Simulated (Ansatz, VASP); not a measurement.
## One calculation of Cs2AgBiBr6, two programs

INCAR

```
PREC     = Accurate       # precision mode
ENCUT    = 520            # plane-wave cutoff, eV
EDIFF    = 1E-7           # SCF threshold, eV
ISMEAR   = 0              # smearing method
SIGMA    = 0.01           # smearing width, eV
LREAL    = F              # projectors in reciprocal space
LASPH    = T              # aspherical terms in the spheres
NELM     = 80             # most SCF steps
ALGO     = Normal         # electronic algorithm
ISIF     = 2              # what is computed and relaxed
LWAVE    = F              # write WAVECAR
LCHARG   = F              # write CHGCAR
GGA      = PE             # functional
NBANDS   = 54             # bands
```

File KPOINTS:

```
regular mesh
0
Gamma
  4 4 4
```

Contents of POSCAR:

```
Cs2AgBiBr6
1.0
    0.0000000000      5.7941786670      5.7941786670
    5.7941786670      0.0000000000      5.7941786670
    5.7941786670      5.7941786670      0.0000000000
Cs Ag Bi Br
2 1 1 6
Direct
    0.2500000000      0.2500000000      0.2500000000
    0.7500000000      0.7500000000      0.7500000000
    0.0000000000      0.0000000000      0.0000000000
    0.5000000000      0.5000000000      0.5000000000
    0.2486135607      0.7513864393      0.7513864393
    0.2486135607      0.7513864393      0.2486135607
    0.7513864393      0.2486135607      0.7513864393
    0.7513864393      0.2486135607      0.2486135607
    0.7513864393      0.7513864393      0.2486135607
    0.2486135607      0.2486135607      0.7513864393
```

Input for Ansatz:

```yaml
crystal:
  lattice:
    - [0.0, 5.794178667, 5.794178667]
    - [5.794178667, 0.0, 5.794178667]
    - [5.794178667, 5.794178667, 0.0]
  atoms:
    - { symbol: Cs, position: [0.25, 0.25, 0.25] }
    - { symbol: Cs, position: [0.75, 0.75, 0.75] }
    - { symbol: Ag, position: [0.0, 0.0, 0.0] }
    - { symbol: Bi, position: [0.5, 0.5, 0.5] }
    - { symbol: Br, position: [0.2486135607, 0.7513864393, 0.7513864393] }
    - { symbol: Br, position: [0.2486135607, 0.7513864393, 0.2486135607] }
    - { symbol: Br, position: [0.7513864393, 0.2486135607, 0.7513864393] }
    - { symbol: Br, position: [0.7513864393, 0.2486135607, 0.2486135607] }
    - { symbol: Br, position: [0.7513864393, 0.7513864393, 0.2486135607] }
    - { symbol: Br, position: [0.2486135607, 0.2486135607, 0.7513864393] }
kpoints:
  mp_grid: { grid: [4, 4, 4] }
hamiltonian:
  xc: pbe
scf:
  occupations: { method: fixed }
  n_extra_bands: 6
output:
  forces: true
  stress: true
  eigenvalues: true
```

Alike in both runs: task single point; functional PBE; k mesh 4 × 4 × 4; no spin polarisation.

|  | VASP | Ansatz |
| --- | --- | --- |
| version | VASP 6.6.1 | Ansatz 0.2.0 |
| potentials or method | VASP PAW PBE potentials, release 64 (Cs_sv, Ag, Bi_d, Br) | plane waves, PAW |
| plane-wave cutoff (eV) | 520 | 420 |
| occupations | gaussian, width 0.01 eV | fixed |
| valence electrons in the cell | 86 | 94 |

```tsv
	VASP	Ansatz	Ansatz less VASP
gap on the k mesh at the Fermi level (eV)	1.35	1.35	-0.004
pressure (GPa)	-0.6	-0.6	+0.01
rms of the force components (eV/Å)	0.036	0.037	+0.0013
```

Atom by atom the forces differ by 0.001 eV/Å (rms over components). VASP's potentials hold 86 valence electrons a cell and Ansatz's 94, so a difference there can come from the potentials and not from the codes.

Neither program's run includes spin-orbit coupling.
